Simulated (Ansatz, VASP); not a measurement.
**Two plane-wave programs on C**

The input POSCAR:

```
C
1.0
    1.2159619696     -2.1479622876      0.0091232276
    1.2232502972      2.1521701653     -0.0413730204
   -0.0941886657     -0.0851463517      7.1476530721
C
4
Direct
    0.1034933285      0.9456230676      0.7488005552
    0.5908149738      0.4138432831      0.2394105085
    0.9242568809      0.0859987362      0.2421136921
    0.4285181549      0.5893271320      0.7486182121
```

INCAR.step1

```
ALGO = Normal ; EDIFF = 1E-4
ENCUT = 520 ; GGA = PE
ISMEAR = 0 ; LASPH = T
LCHARG = F ; LREAL = F
LWAVE = T ; NBANDS = 16
NELM = 60 ; PREC = Accurate
SIGMA = 0.1
```

INCAR.step2

```
ALGO = Normal ; EDIFF = 1E-7
ENCUT = 520 ; ISIF = 2
ISMEAR = 0 ; ISTART = 1
LASPH = T ; LCHARG = F
LMIXTAU = T ; LREAL = F
LWAVE = F ; METAGGA = R2SCAN
NBANDS = 16 ; NELM = 60
PREC = Accurate ; SIGMA = 0.1
```

Contents of KPOINTS:

```
k-points
0
Gamma
  14 14 4
```

Input for Ansatz:

```yaml
crystal:
  lattice:
    - [1.2159619696, -2.1479622876, 0.0091232276]
    - [1.2232502972, 2.1521701653, -0.0413730204]
    - [-0.0941886657, -0.0851463517, 7.1476530721]
  atoms:
    - { symbol: C, position: [0.1034933285, 0.9456230676, 0.7488005552] }
    - { symbol: C, position: [0.5908149738, 0.4138432831, 0.2394105085] }
    - { symbol: C, position: [0.9242568809, 0.0859987362, 0.2421136921] }
    - { symbol: C, position: [0.4285181549, 0.589327132, 0.7486182121] }
basis:
  ecutwfc: 500
kpoints:
  mp_grid: { grid: [14, 14, 4] }
hamiltonian:
  xc: r2scan
scf:
  occupations: { method: gaussian, width: 0.1 }
output:
  forces: true
  stress: true
  eigenvalues: true
```

Change from the starting cell: all atoms moved at random (sigma 0.04 Å), cell strained at random (1 %).

Alike in both runs: task single point; functional r2SCAN; k mesh 14 × 14 × 4; occupations gaussian, width 0.1 eV; no spin polarisation.

|  | VASP | Ansatz |
| --- | --- | --- |
| version | VASP 6.6.1 | Ansatz 0.2.0 |
| potentials or method | VASP PAW PBE potentials, release 64 (C), cutoff 520 eV | scalar-relativistic, plane waves, PAW |
| valence electrons in the cell | 16 | 16 |

VASP gave:

- gap on the k mesh at the Fermi level (eV): 0.51
- least direct gap on the mesh (eV): 0.51
- pressure (GPa): -0.3
- traceless stress, the component that is largest in VASP (GPa): -8.82
- rms of the force components (eV/Å): 1.261

Task: Estimate Ansatz's values.

Result: gap on the k mesh at the Fermi level (eV): 0.51; least direct gap on the mesh (eV): 0.51; pressure (GPa): -0.9; traceless stress, the component that is largest in VASP (GPa): -9.12; rms of the force components (eV/Å): 1.257.

VASP's potentials were made for PBE, not for r2SCAN. Atom by atom the forces differ by 0.006 eV/Å (rms over components). The functional is the same, so the differences come from potentials, cutoffs and numerics.
